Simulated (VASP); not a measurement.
Runs of VASP 6.6.1 on LiH. The structure is that of space group Cmmm (No. 65), or close to it. The cells are those of the table. The cell was generated, and may not be a known phase.

```tsv
task	cell	k mesh	cutoff (eV)	smearing	gap on the mesh (eV)	pressure (GPa)	relaxed volume (Å³/atom)
single point	a = 3.073, b = 3.073, c = 2.639 Å, angles 90.0, 90.0, 126.7°, 2 atoms	24 × 24 × 14	520	gaussian 0.1 eV	0.08	-	-
single point	a = 2.427, b = 2.427, c = 3.970 Å, angles 90.0, 90.0, 109.4°, 2 atoms	8 × 8 × 4	520	gaussian 0.1 eV	none	-	-
relaxation of cell and atoms	relaxed from a = 2.427, b = 2.427, c = 3.970 Å, angles 90.0, 90.0, 109.4°, 2 atoms	24 × 24 × 14	600	gaussian 0.1 eV	(b)	0.0	9.00
single point	a = 3.073, b = 3.073, c = 2.639 Å, angles 90.0, 90.0, 126.7°, 2 atoms	14 × 14 × 14	520	gaussian 0.01 eV	0.07	-	-
relaxation of cell and atoms	relaxed from a = 3.073, b = 3.073, c = 2.639 Å, angles 90.0, 90.0, 126.7°, 2 atoms	14 × 14 × 14	600	gaussian 0.01 eV	0.06	0.0	(a)
```

Alike in all rows: level PBE; potentials or basis VASP PAW PBE potentials, release 64 (Li_sv, H); no spin polarisation.

Fill in the values left out.

(a) 9.94; (b) 0.16.

Caveats: some runs use coarse meshes; the cutoff is under 1.25 times the usual one of these potentials, so pressure, stress and relaxed cells hold a basis-set (Pulay) error; the volume moved by over 15 % at a fixed basis, so the end points are rough (at least some runs).

A k mesh can miss the band edges.

A gap of «none» marks levels without a gap at the run's occupations.
